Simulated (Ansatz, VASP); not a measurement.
## BeTeS4: VASP beside Ansatz

INCAR

```
PREC     = Accurate       # precision mode
ENCUT    = 600            # plane-wave cutoff, eV
EDIFF    = 1E-7           # SCF threshold, eV
ISMEAR   = 0              # smearing method
SIGMA    = 0.15           # smearing width, eV
LREAL    = False          # projectors in reciprocal space
LASPH    = True           # aspherical terms in the spheres
NELM     = 120            # most SCF steps
ALGO     = Normal         # electronic algorithm
ISIF     = 3              # what is computed and relaxed
LWAVE    = False          # write WAVECAR
LCHARG   = False          # write CHGCAR
GGA      = PE             # functional
IBRION   = 2              # ionic algorithm
NSW      = 36             # ionic steps
EDIFFG   = -0.08          # ionic threshold
GGA_COMPAT= False        
NELMIN   = 4
```

File KPOINTS:

```
Automatic mesh
0
Gamma
  2 2 3
```

File POSCAR:

```
BeTeS4
1.0
    4.0253256200     -4.0391152800      0.0000000000
    4.0253256200      4.0391152800      0.0000000000
    0.0000000000      0.0000000000      3.7266018500
Be Te S
1 1 4
Direct
    0.5000000000      0.5000000000      0.5000000000
    0.0000000000      0.0000000000      0.0000000000
    0.2033679900      0.2033679900      0.5000000000
    0.7966320100      0.7966320100      0.5000000000
    0.6859680000      0.3140320000      0.0000000000
    0.3140320000      0.6859680000      0.0000000000
```

Input for Ansatz:

```yaml
crystal:
  lattice:
    - [4.02532562, -4.03911528, 0.0]
    - [4.02532562, 4.03911528, 0.0]
    - [0.0, 0.0, 3.72660185]
  atoms:
    - { symbol: Be, position: [0.5, 0.5, 0.5] }
    - { symbol: Te, position: [0.0, 0.0, 0.0] }
    - { symbol: S, position: [0.20336799, 0.20336799, 0.5] }
    - { symbol: S, position: [0.79663201, 0.79663201, 0.5] }
    - { symbol: S, position: [0.685968, 0.314032, 0.0] }
    - { symbol: S, position: [0.314032, 0.685968, 0.0] }
basis:
  ecutwfc: 420
kpoints:
  mp_grid: { grid: [2, 2, 3] }
hamiltonian:
  xc: pbe
scf:
  occupations: { method: gaussian, width: 0.15 }
  lower_state_search: "off"
output:
  forces: true
  stress: true
  eigenvalues: true
relax:
  adjacent_minimum: "off"
  f_tol: 0.08
  max_steps: 16
  cell: { stress_tol: 0.8 }
```

Change from the starting cell: species swapped into the TiSnO4 type (Cmmm, No. 65).

Alike in both runs: task relaxation of cell and atoms; functional PBE; k mesh 2 × 2 × 3; occupations gaussian, width 0.15 eV; no spin polarisation.

```csv
,VASP,Ansatz
version,VASP 6.6.1,Ansatz 0.2.0
potentials or method,"VASP PAW PBE potentials, release 64 (Be, Te, S), cutoff 600 eV","scalar-relativistic, plane waves, PAW"
valence electrons in the cell,32,42
```

```tsv
	VASP	Ansatz	Ansatz less VASP
gap on the k mesh at the Fermi level, each at its own relaxed structure (eV)	none	none	-
relaxed volume (Å³/atom)	19.97	20.15	+0.177
relaxed cell length with the largest relative difference (Å)	3.755	3.768	+0.0129
```

A gap of «none» marks a metal or a gap that the smearing closes. VASP's potentials hold 32 valence electrons a cell and Ansatz's 42, so a difference there can come from the potentials and not from the codes.

The k mesh is coarse, so the values compare programs but aren't converged. Spin-orbit coupling is off throughout.
